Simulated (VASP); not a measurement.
# CuAu (R-3m) in VASP: single point with PBE

Aim: the single point of CuAu with PBE.

Program: VASP 6.6.1. These are calculated values, not measurements. Logs are shortened: lines on timing, memory, paths and dates and some standing lists are left out, and cuts for length are marked.

## 1. The cell of the first run

Symmetry: R-3m, No. 166, trigonal system. The conventional cell has a = 2.886 Å, b = 2.886 Å, c = 12.769 Å, α = 90.00°, β = 90.00°, γ = 120.00°. Within 3.6 Å of Cu (site symmetry -3m) lie 6 Au at 2.70 Å and 6 Cu at 2.89 Å. Within 3.6 Å of Au (site symmetry -3m) lie 6 Cu at 2.70 Å and 6 Au at 2.89 Å.

## 2. Single point, PBE, collinear spin

Contents of POSCAR:

```
CuAu
1.0
    1.4430568479      0.8331492596      4.2561707609
   -1.4430568479      0.8331492596      4.2561707609
    0.0000000000     -1.6662985192      4.2561707609
Cu Au
1 1
Direct
    0.5000000000      0.5000000000      0.5000000000
    0.0000000000      0.0000000000      0.0000000000
```

Contents of INCAR.step1:

```
SYSTEM = CuAu
ALGO = Normal
EDIFF = 1E-7
ENCUT = 520
GGA = PE
ISIF = 2
ISMEAR = -1
ISPIN = 2
LASPH = .True.
LCHARG = .True.
LMAXMIX = 4
LREAL = .False.
LWAVE = .False.
MAGMOM = 0.7 0
NBANDS = 22
NELM = 150
PREC = Accurate
SIGMA = 0.1
```

Contents of KPOINTS.step1:

```
k-points
0
Gamma
  16 16 16
  0 0 0
```

Contents of INCAR.step2:

```
SYSTEM = CuAu
ALGO = Normal
EDIFF = 1E-7
ENCUT = 520
GGA = PE
ICHARG = 11
ISIF = 2
ISMEAR = -5
ISPIN = 2
LASPH = .True.
LCHARG = .False.
LMAXMIX = 4
LORBIT = 11
LREAL = .False.
LWAVE = .False.
MAGMOM = 0.7 0
NEDOS = 2001
NELM = 150
PREC = Accurate
SIGMA = 0.1
```

Contents of KPOINTS.step2:

```
k-points
0
Gamma
  24 24 24
  0 0 0
```

Potentials or basis: VASP PAW PBE potentials, release 64 (Cu, Au).

Started as:

```bash
cat potpaw_PBE.64/Cu/POTCAR potpaw_PBE.64/Au/POTCAR > POTCAR
cp INCAR.step1 INCAR
cp KPOINTS.step1 KPOINTS
mpirun -np 1 vasp_std > vasp.out
cp INCAR.step2 INCAR
cp KPOINTS.step2 KPOINTS
mpirun -np 1 vasp_std > vasp.out
```

OUTCAR:

```text
SYSTEM = CuAu
   EDIFF = 1E-7
   ENCUT = 520
   GGA = PE
   ICHARG = 11
   ISIF = 2
   ISMEAR = -5
   ISPIN = 2
   LASPH = .True.
   LORBIT = 11
   LREAL = .False.
   NELM = 150
   PREC = Accurate

 ion  position               nearest neighbor table
   1  0.500  0.500  0.500-   2 2.70   2 2.70   2 2.70   2 2.70   2 2.70   2 2.70
   2  0.000  0.000  0.000-   1 2.70   1 2.70   1 2.70   1 2.70   1 2.70   1 2.70

  LATTYP: Found a trigonal (rhomboedric) cell.
 ALAT       =     4.5707264522
 COS(alpha) =     0.8006453295

  Lattice vectors:

 A1 = (   1.4430568479,   0.8331492596,   4.2561707609)
 A2 = (  -1.4430568479,   0.8331492596,   4.2561707609)
 A3 = (   0.0000000000,  -1.6662985192,   4.2561707609)

Analysis of symmetry for initial positions (statically):
=====================================================================
 Subroutine PRICEL returns:
 Original cell was already a primitive cell.

 Routine SETGRP: Setting up the symmetry group for a
 trigonal (rhombohedral) supercell.

 Subroutine GETGRP returns: Found 12 space group operations
 (whereof 12 operations were pure point group operations)
 out of a pool of 12 trial point group operations.

The static configuration has the point symmetry D_3d.

Analysis of symmetry for dynamics (positions and initial velocities):
=====================================================================
 Subroutine PRICEL returns:
 Original cell was already a primitive cell.

 Routine SETGRP: Setting up the symmetry group for a
 trigonal (rhombohedral) supercell.

 Subroutine GETGRP returns: Found 12 space group operations
 (whereof 12 operations were pure point group operations)
 out of a pool of 12 trial point group operations.

The dynamic configuration has the point symmetry D_3d.

Analysis of structural, dynamic, and magnetic symmetry:
=====================================================================
 Subroutine PRICEL returns:
 Original cell was already a primitive cell.

 Routine SETGRP: Setting up the symmetry group for a
 trigonal (rhombohedral) supercell.

 Subroutine GETGRP returns: Found 12 space group operations
 (whereof 12 operations were pure point group operations)
 out of a pool of 12 trial point group operations.

The overall configuration has the point symmetry D_3d.

 Subroutine INISYM returns: Found 12 space group operations
 (whereof 12 operations are pure point group operations),
 and found     1 'primitive' translations

----------------------------------------------------------------------------------------

                                     Primitive cell

  volume of cell :      30.7027

  direct lattice vectors                    reciprocal lattice vectors
     1.443056848  0.833149260  4.256170761     0.346486696  0.200044187  0.078317660
    -1.443056848  0.833149260  4.256170761    -0.346486696  0.200044187  0.078317660
[... 137 lines left out ...]
 val. band max:        8.0426985113   @ k =  -0.3333   0.1667   0.1667
 cond. band min:       7.9760731681   @ k =   0.0000   0.0000   0.0000
 fundamental gap:     -0.0666253432
 Fermi energy:         7.9889609287

 spin component 1

 k-point     1 :       0.0000    0.0000    0.0000
  band No.  band energies     occupation
      1      -1.3716      1.00000
      2       1.6321      1.00000
      3       3.2940      1.00000
      4       3.2940      1.00000
      5       4.2838      1.00000
      6       4.2838      1.00000
      7       5.3394      1.00000
      8       5.8529      1.00000
      9       5.8529      1.00000
     10       6.4736      1.00000
     11       6.4736      1.00000
     12       7.9761      0.17884
     13      12.6257      0.00000
     14      22.5900      0.00000
[... 403 lines left out ...]
      4       4.2048      1.00000
      5       4.2771      1.00000
      6       4.8197      1.00000
      7       5.3133      1.00000
      8       5.6497      1.00000
      9       5.9671      1.00000
     10       6.2757      1.00000
     11       7.2773      1.00000
     12      10.2541      0.00000
     13      12.6977      0.00000
     14      16.0295      0.00000
     15      18.5372      0.00000

 [... further k-points ...]

 spin component 2

 k-point     1 :       0.0000    0.0000    0.0000
  band No.  band energies     occupation
      1      -1.3716      1.00000
      2       1.6321      1.00000
      3       3.2940      1.00000
      4       3.2940      1.00000
      5       4.2838      1.00000
      6       4.2838      1.00000
      7       5.3394      1.00000
      8       5.8529      1.00000
      9       5.8529      1.00000
     10       6.4736      1.00000
     11       6.4736      1.00000
     12       7.9761      0.17885
     13      12.6257      0.00000
     14      22.5900      0.00000
[... 403 lines left out ...]
      4       4.2048      1.00000
      5       4.2771      1.00000
      6       4.8197      1.00000
      7       5.3133      1.00000
      8       5.6497      1.00000
      9       5.9671      1.00000
     10       6.2757      1.00000
     11       7.2773      1.00000
     12      10.2541      0.00000
     13      12.6977      0.00000
     14      16.0295      0.00000
     15      18.5372      0.00000

 [... further k-points ...]
[... 5 lines left out ...]
  --------------------------------------------------------------------------------------
  -------------------------------------------------------------------------------------
  Total       -0.1716067     -0.1716067      0.1029645     -0.0000000     -0.0000000      0.0000000
  in kB       -8.9550529     -8.9550529      5.3730600     -0.0000000     -0.0000000      0.0000000
  external PRESSURE =      -4.1790153 kB  Pullay stress =       0.0000000 kB

 VOLUME and BASIS-vectors are now :
 -----------------------------------------------------------------------------
  energy-cutoff  :      520.00
  volume of cell :       30.70
      direct lattice vectors                 reciprocal lattice vectors
     1.443056848  0.833149260  4.256170761     0.346486696  0.200044187  0.078317660
    -1.443056848  0.833149260  4.256170761    -0.346486696  0.200044187  0.078317660
     0.000000000 -1.666298519  4.256170761     0.000000000 -0.400088375  0.078317660

 POSITION                                       TOTAL-FORCE (eV/Angst)
 -----------------------------------------------------------------------------------
      0.00000      0.00000      6.38426         0.000000      0.000000     -0.000000
      0.00000      0.00000      0.00000        -0.000000     -0.000000      0.000000
 -----------------------------------------------------------------------------------
    total drift:                                0.000000     -0.000000      0.000000

  FREE ENERGIE OF THE ION-ELECTRON SYSTEM (eV)
  ---------------------------------------------------
  free  energy   TOTEN  =        -6.9263691128 eV

  energy  without entropy=       -6.9263691128  energy(sigma->0) =       -6.92636911

 total charge

# of ion       s       p       d       tot
------------------------------------------
    1        0.378   0.278   9.214   9.870
    2        0.586   0.392   8.716   9.694
--------------------------------------------------
tot          0.964   0.670  17.930  19.563

 magnetization (x)

# of ion       s       p       d       tot
------------------------------------------
    1       -0.000  -0.000   0.000  -0.000
    2        0.000   0.000  -0.000  -0.000
--------------------------------------------------
tot         -0.000  -0.000  -0.000  -0.000
```

Run time: 74 min. Hardware: 1 thread of Oxide Virtual Turin-like, shared host; peak memory 1.1 GiB.

What came out:

```yaml
Net_moment: 0.00 μB per cell
Valence_electrons_inside_the_program's_atomic_spheres: Cu 9.87; Au 9.69
```

Caveat: spin-orbit coupling is left out, which moves the levels of the heavy elements.
